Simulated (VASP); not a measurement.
Crystal: CaS.

```
Ca S
1.0
     0.00000    2.82500    2.82500
     2.82500    0.00000    2.82500
     2.82500    2.82500    0.00000
Ca S
1 1
Direct
  0.00000 0.00000 0.00000
  0.50000 0.50000 0.50000
```

- Program: VASP 6.6.1
- Task: relaxation of cell and atoms
- Functional: LDA
- Potentials or basis: VASP PAW LDA potentials, release 64 (Ca_sv, S)
- Cutoff: 500 eV
- k mesh: 8 × 8 × 8
- Occupations: gaussian, width 0.02 eV
- Spin: no spin polarisation

At the start: pressure -2.6 GPa; volume 22.55 Å³/atom.

Question: How do energy, volume and symmetry change on relaxing?

Answer: Over 3 steps the energy falls by 7.9 meV/atom and the volume is 21.61 Å³/atom (-4.1 %); space group Fm-3m (No. 225, to 0.1 Å) before and after.

Step by step:
```
step  energy change (eV)  largest force (eV/Å)  pressure (GPa)  volume (Å³)
   1              0.0000                0.0000           -2.61        45.09
   2             -0.0145                0.0000            0.80        42.73
   3             -0.0157                0.0000            0.00        43.23
```

Final structure:
```cif
data_structure
_symmetry_space_group_name_H-M 'P 1'
_symmetry_Int_Tables_number 1
_cell_length_a 3.9394
_cell_length_b 3.9394
_cell_length_c 3.9394
_cell_angle_alpha 60.000
_cell_angle_beta 60.000
_cell_angle_gamma 60.000
_cell_volume 43.23
loop_
_atom_site_label
_atom_site_type_symbol
_atom_site_fract_x
_atom_site_fract_y
_atom_site_fract_z
_atom_site_occupancy
Ca1 Ca 0.00000 0.00000 0.00000 1
S1 S 0.50000 0.50000 0.50000 1
```
